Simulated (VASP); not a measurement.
Here is a VASP 6.6.1 calculation.

INCAR

```
ALGO     = Normal         # electronic algorithm
EDIFF    = 1E-6           # SCF threshold, eV
ENCUT    = 500            # plane-wave cutoff, eV
GGA      = PE             # functional
GGA_COMPAT= False        
ISIF     = 2              # what is computed and relaxed
ISMEAR   = 0              # smearing method
LASPH    = True           # aspherical terms in the spheres
LCHARG   = False          # write CHGCAR
LREAL    = False          # projectors in reciprocal space
LWAVE    = False          # write WAVECAR
NBANDS   = 16             # bands
NELM     = 120            # most SCF steps
PREC     = Accurate       # precision mode
SIGMA    = 0.01           # smearing width, eV
```

File KPOINTS:

```
k-points
0
Gamma
  4 4 4
```

POSCAR

```
CdSe
1.0
    0.0000000000      3.0677809650      3.0677809650
    3.0677809650      0.0000000000      3.0677809650
    3.0677809650      3.0677809650      0.0000000000
Cd Se
1 1
Direct
    0.0000000000      0.0000000000      0.0000000000
    0.2500000000      0.2500000000      0.2500000000
```

Potentials or basis: VASP PAW PBE potentials, release 64 (Cd, Se).

Command:

```sh
$ cat potpaw_PBE.64/Cd/POTCAR potpaw_PBE.64/Se/POTCAR > POTCAR
$ mpirun -np 1 vasp_std > vasp.out
```

Question: Predict the pressure.

Answer: 1.9 GPa.

Question: Predict the band gap on the k mesh.

Answer: 0.54 eV, direct.

Caveat: the k points lie up to 0.44 Å⁻¹ apart. Expect the measured gap to be larger: semilocal functionals such as PBE lack the derivative discontinuity.
